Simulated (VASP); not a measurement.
# C (a cell with a defect) in VASP: further runs

C (a cell with a defect) is run at these levels: PBEsol; tasks: single point.

Program: VASP 6.6.1. These are calculated values, not measurements. Logs are shortened: lines on timing, memory, paths and dates and some standing lists are left out, and cuts for length are marked.

## Step 1: The cell of the first run

The cell holds a defect, 15 atoms: a = 5.026 Å, b = 5.026 Å, c = 5.026 Å, α = 60.00°, β = 60.00°, γ = 60.00°.

## Step 2: Single point, PBEsol

INCAR

```
SYSTEM = C
  ALGO = Normal
  EDIFF = 1E-6
  ENCUT = 520
  GGA = PS
  ISIF = 2
  ISMEAR = 0
  LASPH = .True.
  LCHARG = .False.
  LREAL = Auto
  LWAVE = .False.
  NBANDS = 43
  NELM = 80
  PREC = Accurate
  SIGMA = 0.05
```

KPOINTS

```
k-points
0
Gamma
  6 6 6
  0 0 0
```

POSCAR

```
C
1.0
    0.0000000000      3.5537981836     -3.5537981836
   -3.5537981836      0.0000000000     -3.5537981836
   -3.5537981836      3.5537981836      0.0000000000
C
15
Direct
    0.2500000000      0.7500000000      0.2500000000
    0.7500000000      0.2500000000      0.2500000000
    0.2500000000      0.2500000000      0.2500000000
    0.7500000000      0.7500000000      0.7500000000
    0.2500000000      0.7500000000      0.7500000000
    0.7500000000      0.2500000000      0.7500000000
    0.2500000000      0.2500000000      0.7500000000
    0.8750000000      0.3750000000      0.3750000000
    0.3750000000      0.3750000000      0.3750000000
    0.7789613725      0.7789613725      0.5202022550
    0.3750000000      0.8750000000      0.3750000000
    0.8750000000      0.3750000000      0.8750000000
    0.3750000000      0.3750000000      0.8750000000
    0.8750000000      0.8750000000      0.8750000000
    0.3750000000      0.8750000000      0.8750000000
```

Potentials or basis: VASP PAW PBE potentials, release 64 (C).

Started as:

```
cat potpaw_PBE.64/C/POTCAR > POTCAR
mpirun -np 1 vasp_std > vasp.out
```

OUTCAR:

```text
SYSTEM = C
   EDIFF = 1E-6
   ENCUT = 520
   GGA = PS
   ISIF = 2
   ISMEAR = 0
   LASPH = .True.
   LREAL = Auto
   NELM = 80
   PREC = Accurate

 ion  position               nearest neighbor table
   1  0.250  0.750  0.250-  11 1.54   9 1.54  15 1.54  10 2.03
   2  0.750  0.250  0.250-   8 1.54   9 1.54  12 1.54  10 2.03
   3  0.250  0.250  0.250-   9 1.54   8 1.54  11 1.54  13 1.54
   4  0.750  0.750  0.750-  10 1.03  14 1.54  12 1.54  15 1.54
   5  0.250  0.750  0.750-  15 1.54  13 1.54  14 1.54  11 1.54
   6  0.750  0.250  0.750-  12 1.54   8 1.54  13 1.54  14 1.54
   7  0.250  0.250  0.750-  13 1.54  12 1.54   9 1.54  15 1.54
   8  0.875  0.375  0.375-   2 1.54   3 1.54   6 1.54
   9  0.375  0.375  0.375-   3 1.54   2 1.54   1 1.54   7 1.54
  10  0.779  0.779  0.520-   4 1.03  12 1.95  15 1.95   2 2.03   1 2.03
  11  0.375  0.875  0.375-   1 1.54   3 1.54   5 1.54
  12  0.875  0.375  0.875-   6 1.54   4 1.54   2 1.54   7 1.54  10 1.95
  13  0.375  0.375  0.875-   7 1.54   5 1.54   6 1.54   3 1.54
  14  0.875  0.875  0.875-   4 1.54   5 1.54   6 1.54
  15  0.375  0.875  0.875-   5 1.54   4 1.54   1 1.54   7 1.54  10 1.95

 -----------------------------------------------------------------------------
|                                                                             |
|           W    W    AA    RRRRR   N    N  II  N    N   GGGG   !!!           |
|           W    W   A  A   R    R  NN   N  II  NN   N  G    G  !!!           |
|           W    W  A    A  R    R  N N  N  II  N N  N  G       !!!           |
|           W WW W  AAAAAA  RRRRR   N  N N  II  N  N N  G  GGG   !            |
|           WW  WW  A    A  R   R   N   NN  II  N   NN  G    G                |
|           W    W  A    A  R    R  N    N  II  N    N   GGGG   !!!           |
|                                                                             |
|     The distance between some ions is very small. Please check the          |
|     nearest-neighbor list in the OUTCAR file.                               |
|     I HOPE YOU KNOW WHAT YOU ARE DOING!                                     |
|                                                                             |
 -----------------------------------------------------------------------------

  LATTYP: Found a face centered cubic cell.
 ALAT       =     7.1075963672

  Lattice vectors:

 A1 = (   0.0000000000,   3.5537981836,  -3.5537981836)
 A2 = (  -3.5537981836,   0.0000000000,  -3.5537981836)
 A3 = (  -3.5537981836,   3.5537981836,   0.0000000000)

Analysis of symmetry for initial positions (statically):
=====================================================================
 Subroutine PRICEL returns:
 Original cell was already a primitive cell.

 Routine SETGRP: Setting up the symmetry group for a
 face centered cubic supercell.

 Subroutine GETGRP returns: Found  2 space group operations
 (whereof  2 operations were pure point group operations)
 out of a pool of 48 trial point group operations.

The static configuration has the point symmetry C_1h.

Analysis of symmetry for dynamics (positions and initial velocities):
=====================================================================
 Subroutine PRICEL returns:
 Original cell was already a primitive cell.

 Routine SETGRP: Setting up the symmetry group for a
 face centered cubic supercell.

 Subroutine GETGRP returns: Found  2 space group operations
 (whereof  2 operations were pure point group operations)
 out of a pool of 48 trial point group operations.

The dynamic configuration has the point symmetry C_1h.

 Subroutine INISYM returns: Found  2 space group operations
 (whereof  2 operations are pure point group operations),
 and found     1 'primitive' translations

----------------------------------------------------------------------------------------

                                     Primitive cell

  volume of cell :      89.7653

  direct lattice vectors                    reciprocal lattice vectors
     0.000000000  3.553798184 -3.553798184     0.140694540  0.140694540 -0.140694540
    -3.553798184  0.000000000 -3.553798184    -0.140694540 -0.140694540 -0.140694540
    -3.553798184  3.553798184  0.000000000    -0.140694540  0.140694540  0.140694540
[... 56 lines left out ...]

  Shift w.r.t. Gamma in fractional coordinates (k-lattice)
     0.000000000  0.000000000  0.000000000

 Subroutine IBZKPT returns following result:
 ===========================================

 Found     68 irreducible k-points:

 Following reciprocal coordinates:
            Coordinates               Weight
  0.000000  0.000000  0.000000      1.000000
  0.166667  0.000000  0.000000      4.000000
  0.000000  0.000000  0.166667      2.000000
  0.166667  0.166667  0.166667      2.000000
  0.333333  0.000000  0.000000      4.000000
  0.000000  0.000000  0.333333      2.000000
[... 16 lines left out ...]
  0.166667  0.166667 -0.333333      2.000000
[... 20 lines left out ...]
   EDIFF  = 0.1E-05   stopping-criterion for ELM
   LREAL  =      T    real-space projection
   EDIFFG = 0.1E-04   stopping-criterion for IOM
   NSW    =      0    number of steps for IOM
   IBRION =     -1    ionic relax: 0-MD 1-quasi-New 2-CG
   NFREE  =      0    steps in history (QN), initial steepest desc. (CG)
   ISIF   =      2    stress and relaxation
   ISYM   =      2    0-nonsym 1-usesym 2-fastsym
   POTIM  = 0.5000    time-step for ionic-motion
   TEBEG  =    0.0;   TEEND  =   0.0 temperature during run
   PSTRESS=    0.0 pullay stress
   NELECT =      60.0000    total number of electrons
   NUPDOWN=      -1.0000    fix difference up-down
   EMIN   =  10.00;   EMAX   =-10.00  energy-range for DOS
   EFERMI =   0.00;   METHOD = LEGACY
   ISMEAR =     0;   SIGMA  =   0.05  broadening in eV -4-tet -1-fermi 0-gaus
   EFERMI_NEDOS =   21; number of points for ismear=-14 and -15
   IALGO  =     38    algorithm
   IMIX   =      4    mixing-type and parameters
     AMIX     =   0.40;   BMIX     =  1.00
     AMIX_MAG =   1.60;   BMIX_MAG =  1.00
  volume/ion in A,a.u.               =       5.98        40.38
  Fermi-wavevector in a.u.,A,eV,Ry     =   1.431383  2.704921 27.876392  2.048857
  Thomas-Fermi vector in A             =   2.551125
   LORBIT       =      0    0 simple, 1 ext, 2 COOP (PROOUT), +10 PAW based schemes
   GGA     = PS    functional components
   LHFCALC =     F    Hartree Fock is set to
   AEXX    =    0.0000 exact exchange contribution
   IVDW    =     0    specifies the selected vdW correction
   LEPSILON=     F    determine dielectric tensor
   LRPA    =     F    only Hartree local field effects (RPA)
 non-spin polarized calculation
 Gauss-broadening in eV      SIGMA  =   0.05
  energy-cutoff  :      520.00
  volume of cell :       89.77
 maximum number of plane-waves:      2450
 NGX is ok and might be reduce to    40
   NGX = 19   NGY = 19   NGZ = 19

 number of electron      59.9999993 magnetization

 Free energy of the ion-electron system (eV)
  ---------------------------------------------------
  ext. energy  EPLUGINS =         0.00000000
  ---------------------------------------------------
  free energy    TOTEN  =      -126.83490432 eV

  energy without entropy =     -126.83312372  energy(sigma->0) =     -126.83401402

 E-fermi :   9.5171     XC(G=0): -13.1574

 val. band max:        9.5001925501   @ k =   0.3333   0.3333   0.3333
 cond. band min:       9.5321701986   @ k =   0.5000   0.1667  -0.3333
 fundamental gap:      0.0319776485
 Fermi energy:         9.5170745594

 k-point     1 :       0.0000    0.0000    0.0000
  band No.  band energies     occupation
      1     -12.8975      2.00000
      2      -9.1701      2.00000
      3      -6.9561      2.00000
      4      -6.4539      2.00000
      5      -5.8364      2.00000
      6      -5.0186      2.00000
[... 1069 lines left out ...]
     41      18.0314      0.00000
     42      18.3627      0.00000

 [... further k-points ...]

 [bands above 42 left out]

------------------------ aborting loop because EDIFF is reached ----------------------------------------

  FORCE on cell =-STRESS in cart. coord.  units (eV):
  Direction    XX          YY          ZZ          XY          YZ          ZX
  --------------------------------------------------------------------------------------
  -------------------------------------------------------------------------------------
  Total       23.7473873     23.7473873     -4.1277774    -18.8523748     10.3075611    -10.3075791
  in kB      423.8558075    423.8558075    -73.6747329   -336.4870607    183.9747507   -183.9750720
  external PRESSURE =     258.0122940 kB  Pullay stress =       0.0000000 kB

 VOLUME and BASIS-vectors are now :
 -----------------------------------------------------------------------------
  energy-cutoff  :      520.00
  volume of cell :       89.77
      direct lattice vectors                 reciprocal lattice vectors
     0.000000000  3.553798184 -3.553798184     0.140694540  0.140694540 -0.140694540
    -3.553798184  0.000000000 -3.553798184    -0.140694540 -0.140694540 -0.140694540
    -3.553798184  3.553798184  0.000000000    -0.140694540  0.140694540  0.140694540

 POSITION                                       TOTAL-FORCE (eV/Angst)
 -----------------------------------------------------------------------------------
     -3.55380      1.77690     -3.55380         0.900131      2.371677     -0.392667
     -1.77690      3.55380     -3.55380        -2.371677     -0.900131     -0.392667
     -1.77690      1.77690     -1.77690        -0.131147      0.131147     -0.650257
     -5.33070      5.33070     -5.33070       -31.405722     31.405722      9.903492
     -5.33070      3.55380     -3.55380        -0.112337      0.141398      0.678395
     -3.55380      5.33070     -3.55380        -0.141398      0.112337      0.678395
     -3.55380      3.55380     -1.77690         0.118477     -0.118477     -0.647417
     -2.66535      4.44225     -4.44225         2.425659      1.367462      2.083385
     -2.66535      2.66535     -2.66535         0.138702     -0.138702     -0.402906
     -4.61697      4.61697     -5.53654        33.145027    -33.145027    -18.010017
     -4.44225      2.66535     -4.44225        -1.367462     -2.425659      2.083385
     -4.44225      6.21915     -4.44225         1.300893      3.296852      3.274312
     -4.44225      4.44225     -2.66535        -0.099720      0.099720     -0.079378
     -6.21915      6.21915     -6.21915         0.897424     -0.897424     -1.400366
     -6.21915      4.44225     -4.44225        -3.296852     -1.300893      3.274312
 -----------------------------------------------------------------------------------
    total drift:                               -0.003221      0.003221      0.004094

  FREE ENERGIE OF THE ION-ELECTRON SYSTEM (eV)
  ---------------------------------------------------
  free  energy   TOTEN  =      -126.8349043158 eV

  energy  without entropy=     -126.8331237198  energy(sigma->0) =     -126.83401402
```

It took 14 min on 1 thread of Intel Xeon 8259CL, shared host; peak memory 0.33 GiB.

What came out:

```yaml
Free_energy: -126.8349 eV
Pressure: 25.8 GPa
Largest_force: 50.215 eV/Å
Band_gap_on_the_k_mesh: zero (bands 30 and 31 overlap by 1.19 eV)
```

Forces on the atoms (eV/Å):
```
C     0.900   2.372  -0.393
C    -2.372  -0.900  -0.393
C    -0.131   0.131  -0.650
C   -31.406  31.406   9.903
C    -0.112   0.141   0.678
C    -0.141   0.112   0.678
C     0.118  -0.118  -0.647
C     2.426   1.367   2.083
C     0.139  -0.139  -0.403
C    33.145 -33.145 -18.010
C    -1.367  -2.426   2.083
C     1.301   3.297   3.274
C    -0.100   0.100  -0.079
C     0.897  -0.897  -1.400
C    -3.297  -1.301   3.274
```

Caveat: the cell differs from its parent crystal (atoms taken out, atom 10 moved 0.125 of the way to it and +0.700 Å across, host rigid); atoms lie so close that the PAW spheres overlap strongly, which falsifies energies and pressures; the PAW data sets were made with another functional, which shifts forces and pressure a little.

## Step 3: Single point, PBEsol

INCAR

```
PREC = Accurate
ENCUT = 520
EDIFF = 1E-7
ISMEAR = 0
SIGMA = 0.05
LREAL = Auto
LASPH = T
NELM = 80
ALGO = Normal
ISIF = 2
LWAVE = F
LCHARG = T
GGA = PS
LELF = T
LVHAR = T
NBANDS = 43
```

KPOINTS

```
Automatic mesh
0
Gamma
  6 6 6
```

POSCAR, as its differences from that of step 2:

```diff
@@ -17,3 +17,3 @@
     0.3750000000      0.3750000000      0.3750000000
-    0.7789613725      0.7789613725      0.5202022550
+    0.8191681863      0.8191681863      0.4397886275
     0.3750000000      0.8750000000      0.3750000000
```

Potentials or basis: VASP PAW PBE potentials, release 64 (C).

Started as:

```
cat potpaw_PBE.64/C/POTCAR > POTCAR
mpirun -np 1 vasp_std > vasp.out
```

It took 15 min on 1 thread of Intel Xeon 8259CL, shared host; peak memory 0.33 GiB.

It converged, with:

| Quantity | Value |
| --- | --- |
| Free energy | -135.7090 eV |
| Pressure | -1.8 GPa |
| Largest force | 12.715 eV/Å |
| Band gap on the k mesh | zero (bands 30 and 31 overlap by 1.62 eV) |

Forces in eV/Å, atoms in the order of the input:
```
C     0.650   0.818   1.127
C    -0.818  -0.650   1.127
C    -0.112   0.112  -0.792
C    -4.584   4.584   4.670
C    -0.183   0.613   0.256
C    -0.613   0.183   0.256
C     0.060  -0.060  -0.213
C     2.008   2.050   1.848
C     0.061  -0.061  -0.480
C     4.794  -4.794 -10.757
C    -2.050  -2.008   1.848
C     0.262   1.519   1.430
C     0.047  -0.047   0.012
C     1.995  -1.995  -1.764
C    -1.519  -0.262   1.430
```

Stress tensor (GPa, compression positive):
```
  4.48  -4.52  -9.96
 -4.52   4.48   9.96
 -9.96   9.96 -14.46
```

Levels at points of the mesh, in eV from the Fermi level:
```
           k point  band 26  band 27  band 28  band 29  band 30  band 31  band 32  band 33  band 34  band 35
(0.00, 0.00, 0.00)    -2.55    -1.78    -1.68    -1.29     1.31     1.94     2.28     3.15     3.77     4.34
(0.50, 0.00, 0.00)    -4.12    -3.62    -2.37    -2.34    -2.06     0.65     1.77     3.86     5.16     5.43
(0.00, 0.00, 0.50)    -3.93    -2.95    -2.63    -2.58    -2.09     1.43     1.65     4.86     5.17     5.33
(0.50, 0.50, 0.50)    -4.13    -4.06    -2.69    -1.65    -0.90     0.68     1.33     4.43     4.58     5.69
(0.50, 0.50, 0.00)    -4.34    -3.68    -3.33    -2.26    -1.44     0.01     0.23     4.25     4.36     6.87
(0.00, 0.50, 0.50)    -4.21    -3.94    -3.71    -2.55    -1.95     0.17     1.25     3.60     4.18     6.14
```

Caveat: the cell differs from its parent crystal (atoms taken out, atom 10 moved 0.125 of the way to it and +0.350 Å across, host rigid); the PAW data sets were made with another functional, which shifts forces and pressure a little.

## Step 4: Single point, PBEsol

INCAR

```
SYSTEM = C
  PREC = Accurate
  ENCUT = 520
  EDIFF = 1E-6
  ISMEAR = 0
  SIGMA = 0.05
  LREAL = Auto
  LASPH = .True.
  NELM = 60
  ALGO = Normal
  ISIF = 2
  LWAVE = .False.
  LCHARG = .False.
  GGA = PS
  NBANDS = 43
```

KPOINTS

```
Automatic mesh
0
Gamma
  6 6 6
  0 0 0
```

POSCAR, as its differences from that of step 3:

```diff
@@ -17,3 +17,3 @@
     0.3750000000      0.3750000000      0.3750000000
-    0.8191681863      0.8191681863      0.4397886275
+    0.8683318137      0.8683318137      0.2477113725
     0.3750000000      0.8750000000      0.3750000000
```

Started as:

```
cat potpaw_PBE.64/C/POTCAR > POTCAR
mpirun -np 1 vasp_std > vasp.out
```

Run time: 15 min. Hardware: 1 thread of Intel Xeon 8259CL, shared host; peak memory 0.33 GiB.

Results (log left out):

| Quantity | Value |
| --- | --- |
| Free energy | -134.9678 eV |
| Pressure | -9.2 GPa |
| Largest force | 4.750 eV/Å |
| Band gap on the k mesh | zero (bands 30 and 31 overlap by 2.30 eV) |

Forces on the atoms (eV/Å):
```
C    2.330 -0.531 -0.294
C    0.531 -2.330 -0.294
C   -0.088  0.088 -0.816
C   -1.307  1.307  2.333
C    0.825  0.263 -0.923
C   -0.263 -0.825 -0.923
C   -0.085  0.085  0.022
C    2.051  2.376  2.595
C    0.088 -0.088  0.045
C   -3.281  3.281  1.013
C   -2.376 -2.051  2.595
C   -0.149 -1.262 -1.224
C    0.021 -0.021  0.158
C    0.443 -0.443 -3.063
C    1.262  0.149 -1.224
```

Stress tensor (GPa, compression positive):
```
-13.29  13.23 -15.41
 13.23 -13.29  15.41
-15.41  15.41  -0.99
```

Levels at points of the mesh, in eV from the Fermi level:
```
           k point  band 26  band 27  band 28  band 29  band 30  band 31  band 32  band 33  band 34  band 35
(0.00, 0.00, 0.00)    -1.92    -1.52    -1.39    -1.19     1.86     2.13     2.23     3.54     4.09     4.36
(0.50, 0.00, 0.00)    -3.68    -2.81    -2.23    -2.01    -1.87     1.40     2.63     3.37     5.07     5.61
(0.00, 0.00, 0.50)    -3.59    -3.19    -2.68    -2.01    -2.00     1.88     2.26     4.04     4.69     5.50
(0.50, 0.50, 0.50)    -3.88    -3.78    -1.40    -1.36    -0.02     0.15     0.92     4.87     5.70     5.94
(0.50, 0.50, 0.00)    -3.88    -3.49    -3.49    -2.11    -1.78     0.09     2.43     2.89     4.65     5.99
(0.00, 0.50, 0.50)    -3.97    -3.70    -3.37    -1.65    -1.20    -0.31     1.57     4.03     4.43     6.10
```

Caveat: the cell differs from its parent crystal (atoms taken out, atom 10 moved 0.375 of the way to it and -0.350 Å across, host rigid); the PAW data sets were made with another functional, which shifts forces and pressure a little.

## Step 5: Single point, PBEsol

INCAR, as its differences from that of step 4:

```diff
@@ -3,3 +3,3 @@
   ENCUT = 520
-  EDIFF = 1E-6
+  EDIFF = 1E-7
   ISMEAR = 0
@@ -8,3 +8,3 @@
   LASPH = .True.
-  NELM = 60
+  NELM = 80
   ALGO = Normal
```

KPOINTS is that of step 4.

POSCAR, as its differences from that of step 4:

```diff
@@ -17,3 +17,3 @@
     0.3750000000      0.3750000000      0.3750000000
-    0.8683318137      0.8683318137      0.2477113725
+    0.9085386275      0.9085386275      0.1672977450
     0.3750000000      0.8750000000      0.3750000000
```

Started as:

```
cat potpaw_PBE.64/C/POTCAR > POTCAR
mpirun -np 1 vasp_std > vasp.out
```

Run time: 16 min. Hardware: 1 thread of Intel Xeon 8259CL, shared host; peak memory 0.33 GiB.

The run converged. Its results:

- Free energy: -132.9725 eV
- Pressure: -3.1 GPa
- Largest force: 8.477 eV/Å
- Band gap on the k mesh: zero (bands 30 and 31 overlap by 1.19 eV)

Forces on the atoms (eV/Å):
```
C    1.980 -0.693 -0.388
C    0.693 -1.980 -0.388
C   -0.092  0.092 -0.819
C   -2.070  2.070  2.086
C    2.071 -0.167 -1.472
C    0.167 -2.071 -1.472
C   -0.042  0.042 -0.363
C    2.044  1.780  2.717
C    0.315 -0.315  0.225
C   -4.949  4.949  4.782
C   -1.780 -2.044  2.717
C   -0.272 -2.140 -2.339
C   -0.132  0.132  0.222
C   -0.072  0.072 -3.168
C    2.140  0.272 -2.339
```

Stress tensor (GPa, compression positive):
```
 -9.51   9.72 -17.89
  9.72  -9.51  17.89
-17.89  17.89   9.81
```

Levels at points of the mesh, in eV from the Fermi level:
```tsv
k point	band 28	band 29	band 30	band 31	band 32	band 33
(0.00, 0.00, 0.00)	-1.59	-1.01	0.37	1.43	1.75	3.27
(0.50, 0.00, 0.00)	-2.38	-2.27	-1.21	0.87	1.15	3.42
(0.00, 0.00, 0.50)	-2.63	-2.32	-2.24	1.74	1.77	3.14
(0.50, 0.50, 0.50)	-1.65	-1.32	-0.04	0.58	1.30	3.48
(0.50, 0.50, 0.00)	-3.03	-2.12	-1.77	0.30	1.56	2.88
(0.00, 0.50, 0.50)	-3.49	-1.52	-0.63	-0.31	1.42	3.49
```

Caveat: the cell differs from its parent crystal (atoms taken out, atom 10 moved 0.375 of the way to it and -0.700 Å across, host rigid); the PAW data sets were made with another functional, which shifts forces and pressure a little.

## Step 6: The runs side by side

| cell | gap on the mesh (eV) | pressure (GPa) | largest force (eV/Å) |
| --- | --- | --- | --- |
| as given, atomic positions A | none | 25.8 | 50.22 |
| as given, atomic positions B | none | -1.8 | 12.72 |
| as given, atomic positions C | none | -9.2 | 4.75 |
| as given, atomic positions D | none | -3.1 | 8.48 |

Alike in all rows: task single point; level PBEsol; potentials or basis VASP PAW PBE potentials, release 64 (C); no spin polarisation; k mesh 6 × 6 × 6; cutoff (eV) 520; smearing gaussian 0.05 eV.

Caveats: the PAW data sets were made with another functional, which shifts forces and pressure a little; atoms lie so close that the PAW spheres overlap strongly, which falsifies energies and pressures (at least some runs).

Total energies depend on the potentials used, so only differences within one code and one set of settings carry meaning.
